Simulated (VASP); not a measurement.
# BaTiO3 in VASP: further runs, part 2 of 2

VASP 6.6.1.

### 3 Single point, r2SCAN+U (biaxial strain in the a-b plane: -3.0 %, then relaxed in part)

Input file POSCAR:

```
BaTiO3
1.0
    2.7517517546      1.5907086103      2.2498864340
   -2.7517517546      1.5907086103      2.2498864340
    0.0000000000     -3.4512181599      2.4400759386
Ba Ti O
1 1 3
Direct
   -0.0057755654     -0.0057755654      0.0118189879
    0.4942227804      0.4942227804      0.5285795061
    0.4941934853      0.9942152829      0.4830187870
    0.4942450168      0.4942450168      0.9646649318
    0.9942152829      0.4941934853      0.4830187870
```

Input file INCAR.step1:

```
  ALGO = Normal
  EDIFF = 1E-4
  ENCUT = 520
  GGA = PE
  ISMEAR = 0
  LASPH = T
  LCHARG = F
  LDAU = T
  LDAUJ = 0 0 0
  LDAUL = -1 2 -1
  LDAUTYPE = 2
  LDAUU = 0 4 0
  LMAXMIX = 4
  LREAL = F
  LWAVE = T
  NBANDS = 28
  NELM = 150
  PREC = Accurate
  SIGMA = 0.02
```

Input file INCAR.step2:

```
  ALGO = Normal
  EDIFF = 1E-6
  ENCUT = 520
  ISIF = 2
  ISMEAR = 0
  ISTART = 1
  LASPH = T
  LCHARG = F
  LDAU = T
  LDAUJ = 0 0 0
  LDAUL = -1 2 -1
  LDAUPRINT = 1
  LDAUTYPE = 2
  LDAUU = 0 4 0
  LMAXMIX = 4
  LMIXTAU = T
  LREAL = F
  LWAVE = F
  METAGGA = R2SCAN
  NBANDS = 28
  NELM = 150
  PREC = Accurate
  SIGMA = 0.02
```

Input file KPOINTS:

```
k-points
0
Gamma
  6 6 6
```

Potentials or basis: VASP PAW PBE potentials, release 64 (Ba_sv, Ti_sv, O).

Started as:

```sh
$ cat potpaw_PBE.64/Ba_sv/POTCAR potpaw_PBE.64/Ti_sv/POTCAR potpaw_PBE.64/O/POTCAR > POTCAR
$ cp INCAR.step1 INCAR
$ mpirun -np 1 vasp_std > vasp.out
$ cp INCAR.step2 INCAR
$ mpirun -np 1 vasp_std > vasp.out
```

OUTCAR:

```text
EDIFF = 1E-6
   ENCUT = 520
   ISIF = 2
   ISMEAR = 0
   ISTART = 1
   LASPH = T
   LREAL = F
   METAGGA = R2SCAN
   NELM = 150
   PREC = Accurate

 ion  position               nearest neighbor table
   1  0.994  0.994  0.012-   4 2.76   4 2.76   4 2.76   4 2.76   3 2.79   5 2.79   5 2.79   3 2.79
                             3 2.96   5 2.96   5 2.96   3 2.96   2 3.43   2 3.43   2 3.43   2 3.43
   2  0.494  0.494  0.529-   4 1.84   3 1.96   5 1.96   3 1.96   5 1.96   4 2.38   1 3.43   1 3.43
[... 991 lines left out ...]
  --------------------------------------------------------------------------------------
  -------------------------------------------------------------------------------------
  Total        4.8374571      2.6671278      3.6738584      0.0000000      1.4311412      0.0000000
  in kB      120.9206687     66.6695051     91.8344917      0.0000000     35.7738667      0.0000000
  external PRESSURE =      93.1415552 kB  Pullay stress =       0.0000000 kB

 VOLUME and BASIS-vectors are now :
 -----------------------------------------------------------------------------
  energy-cutoff  :      520.00
  volume of cell :       64.10
      direct lattice vectors                 reciprocal lattice vectors
     2.751751755  1.590708610  2.249886434     0.181702437  0.104757571  0.148168025
    -2.751751755  1.590708610  2.249886434    -0.181702437  0.104757571  0.148168025
     0.000000000 -3.451218160  2.440075939     0.000000000 -0.193184675  0.136584905

 POSITION                                       TOTAL-FORCE (eV/Angst)
 -----------------------------------------------------------------------------------
      0.00000      3.12225      4.50262         0.000000      0.040314     -0.028581
      0.00000     -0.25191      3.51366         0.000000      0.525978     -0.372667
     -1.37594      0.70062      4.52735         0.000693     -0.010849      0.008621
      0.00000     -1.75687      4.57785         0.000000     -0.544594      0.384005
      1.37594      0.70062      4.52735        -0.000693     -0.010849      0.008621
 -----------------------------------------------------------------------------------
    total drift:                                0.000000      0.002709     -0.001075

  FREE ENERGIE OF THE ION-ELECTRON SYSTEM (eV)
  ---------------------------------------------------
  free  energy   TOTEN  =       -71.4738124929 eV

  energy  without entropy=      -71.4738124929  energy(sigma->0) =      -71.47381249
```

OUTCAR.step1:

```text
EDIFF = 1E-4
   ENCUT = 520
   GGA = PE
   ISMEAR = 0
[... 985 lines left out ...]
      0.00000     -0.25191      3.51366         0.000000      0.466291     -0.329944
     -1.37594      0.70062      4.52735         0.000170      0.031433     -0.021592
      0.00000     -1.75687      4.57785         0.000000     -0.558479      0.393947
      1.37594      0.70062      4.52735        -0.000170      0.031433     -0.021592
 -----------------------------------------------------------------------------------
    total drift:                                0.000000      0.002586     -0.000949

  FREE ENERGIE OF THE ION-ELECTRON SYSTEM (eV)
  ---------------------------------------------------
  free  energy   TOTEN  =       -37.1167146343 eV

  energy  without entropy=      -37.1167146343  energy(sigma->0) =      -37.11671463
```

OSZICAR.step1:

```text
N       E                     dE             d eps       ncg     rms          rms(c)
DAV:   1     0.446689544752E+03    0.44669E+03   -0.20887E+04  3808   0.156E+03
DAV:   2    -0.210490215005E+01   -0.44879E+03   -0.42806E+03  4388   0.432E+02
DAV:   3    -0.465456939534E+02   -0.44441E+02   -0.44090E+02  5312   0.135E+02
DAV:   4    -0.486736428670E+02   -0.21279E+01   -0.21231E+01  5836   0.251E+01
DAV:   5    -0.487327755961E+02   -0.59133E-01   -0.59122E-01  5148   0.330E+00    0.244E+01
DAV:   6    -0.369142461106E+02    0.11819E+02   -0.55409E+01  5624   0.700E+01    0.921E+00
DAV:   7    -0.371515067017E+02   -0.23726E+00   -0.73090E+00  5004   0.167E+01    0.610E+00
DAV:   8    -0.371323291721E+02    0.19178E-01   -0.11807E+00  4816   0.971E+00    0.206E+00
DAV:   9    -0.371229075361E+02    0.94216E-02   -0.18546E-01  4752   0.383E+00    0.981E-01
DAV:  10    -0.371260417707E+02   -0.31342E-02   -0.10039E-01  4380   0.201E+00    0.858E-01
DAV:  11    -0.371172541686E+02    0.87876E-02   -0.49592E-02  5304   0.199E+00    0.229E-01
DAV:  12    -0.371166628764E+02    0.59129E-03   -0.30560E-03  4848   0.541E-01    0.501E-02
DAV:  13    -0.371167146343E+02   -0.51758E-04   -0.67708E-04  5348   0.185E-01
   1 F= -.37116715E+02 E0= -.37116715E+02  d E =-.974673E-19
```

Wall time 5.2 min (1 thread of Oxide Virtual Turin-like, shared host); peak memory 0.22 GiB.

Results:

- Free energy: -71.4738 eV
- Pressure: 9.3 GPa
- Largest force: 0.666 eV/Å
- Band gap on the k mesh: 2.82 eV, indirect (least direct gap 3.44 eV)

Forces in eV/Å, atoms in the order of the input:
```
Ba   0.000  0.040 -0.029
Ti   0.000  0.526 -0.373
O    0.001 -0.011  0.009
O    0.000 -0.545  0.384
O   -0.001 -0.011  0.009
```

Eigenvalues of the final occupation matrices:
```csv
site,spin,trace,eigenvalues
site 2 d,1,0.81,0.10 0.11 0.11 0.25 0.25
site 2 d,2,0.81,0.10 0.11 0.11 0.25 0.25
```

Caveat: the cell differs from its parent crystal (biaxial strain in the a-b plane: -3.0 %, then relaxed in part); the PAW data sets were made with another functional, which shifts forces and pressure a little; spin-orbit coupling is left out, which moves the levels of the heavy elements. A k mesh can miss the band edges.

### 4 Single point, r2SCAN+U

This run uses another cell than the first one, of the same volume but with other edges.

POSCAR is that of step 3.

Input file INCAR.step1:

```
SYSTEM = BaTiO3
PREC = Accurate ; ENCUT = 520
ISMEAR = 0 ; SIGMA = 0.02
LREAL = .False. ; LASPH = .True.
NELM = 150 ; LMAXMIX = 4
LDAU = .True. ; LDAUTYPE = 2
LDAUL = -1 2 -1 ; LDAUU = 0 4 0
LDAUJ = 0 0 0 ; NBANDS = 28
GGA = PE ; ALGO = Normal
EDIFF = 1E-4 ; LWAVE = .True.
LCHARG = .False.
```

Input file INCAR.step2:

```
SYSTEM = BaTiO3
PREC = Accurate ; ENCUT = 520
EDIFF = 1E-6 ; ISMEAR = 0
SIGMA = 0.02 ; LREAL = .False.
LASPH = .True. ; NELM = 150
ALGO = Normal ; ISIF = 2
LWAVE = .False. ; LCHARG = .False.
LMAXMIX = 4 ; LDAU = .True.
LDAUTYPE = 2 ; LDAUL = -1 2 -1
LDAUU = 0 4 0 ; LDAUJ = 0 0 0
LDAUPRINT = 1 ; METAGGA = R2SCAN
LMIXTAU = .True. ; NBANDS = 28
ISTART = 1
```

Input file KPOINTS:

```
regular mesh
0
Gamma
  6 6 6
  0 0 0
```

Potentials or basis: VASP PAW PBE potentials, release 64 (Ba_sv, Ti_sv, O).

Started as:

```sh
$ cat potpaw_PBE.64/Ba_sv/POTCAR potpaw_PBE.64/Ti_sv/POTCAR potpaw_PBE.64/O/POTCAR > POTCAR
$ cp INCAR.step1 INCAR
$ mpirun -np 1 vasp_std > vasp.out
$ cp INCAR.step2 INCAR
$ mpirun -np 1 vasp_std > vasp.out
```

OUTCAR:

```text
SYSTEM = BaTiO3
   PREC = Accurate
   ENCUT = 520
   EDIFF = 1E-6
   ISMEAR = 0
   LREAL = .False.
   LASPH = .True.
   NELM = 150
   ISIF = 2
   METAGGA = R2SCAN
   ISTART = 1

 ion  position               nearest neighbor table
   1  0.994  0.994  0.012-   4 2.76   4 2.76   4 2.76   4 2.76   3 2.79   5 2.79   5 2.79   3 2.79
                             3 2.96   5 2.96   5 2.96   3 2.96   2 3.43   2 3.43   2 3.43   2 3.43
   2  0.494  0.494  0.529-   4 1.84   3 1.96   5 1.96   3 1.96   5 1.96   4 2.38   1 3.43   1 3.43
[... 992 lines left out ...]
  -------------------------------------------------------------------------------------
  Total        4.8374571      2.6671278      3.6738584      0.0000000      1.4311412      0.0000000
  in kB      120.9206687     66.6695051     91.8344917      0.0000000     35.7738667      0.0000000
  external PRESSURE =      93.1415552 kB  Pullay stress =       0.0000000 kB

 VOLUME and BASIS-vectors are now :
 -----------------------------------------------------------------------------
  energy-cutoff  :      520.00
  volume of cell :       64.10
      direct lattice vectors                 reciprocal lattice vectors
     2.751751755  1.590708610  2.249886434     0.181702437  0.104757571  0.148168025
    -2.751751755  1.590708610  2.249886434    -0.181702437  0.104757571  0.148168025
     0.000000000 -3.451218160  2.440075939     0.000000000 -0.193184675  0.136584905

 POSITION                                       TOTAL-FORCE (eV/Angst)
 -----------------------------------------------------------------------------------
      0.00000      3.12225      4.50262         0.000000      0.040314     -0.028581
      0.00000     -0.25191      3.51366         0.000000      0.525978     -0.372667
     -1.37594      0.70062      4.52735         0.000693     -0.010849      0.008621
      0.00000     -1.75687      4.57785         0.000000     -0.544594      0.384005
      1.37594      0.70062      4.52735        -0.000693     -0.010849      0.008621
 -----------------------------------------------------------------------------------
    total drift:                                0.000000      0.002709     -0.001075

  FREE ENERGIE OF THE ION-ELECTRON SYSTEM (eV)
  ---------------------------------------------------
  free  energy   TOTEN  =       -71.4738124929 eV

  energy  without entropy=      -71.4738124929  energy(sigma->0) =      -71.47381249
```

Wall time 5.8 min (1 thread of Oxide Virtual Turin-like, shared host); peak memory 0.23 GiB.

What came out:

| Item | Value |
| --- | --- |
| Free energy | -71.4738 eV |
| Pressure | 9.3 GPa |
| Largest force | 0.666 eV/Å |
| Band gap on the k mesh | 2.82 eV, indirect (least direct gap 3.44 eV) |

Forces on the atoms (eV/Å):
```
Ba   0.000  0.040 -0.029
Ti   0.000  0.526 -0.373
O    0.001 -0.011  0.009
O    0.000 -0.545  0.384
O   -0.001 -0.011  0.009
```

Stress tensor (GPa, compression positive):
```
12.09  0.00  0.00
 0.00  6.67  3.58
 0.00  3.58  9.18
```

Eigenvalues of the final occupation matrices:
```
    site  spin  trace               eigenvalues
site 2 d     1   0.81  0.10 0.11 0.11 0.25 0.25
site 2 d     2   0.81  0.10 0.11 0.11 0.25 0.25
```

Caveat: the PAW data sets were made with another functional, which shifts forces and pressure a little; spin-orbit coupling is left out, which moves the levels of the heavy elements. A k mesh can miss the band edges.
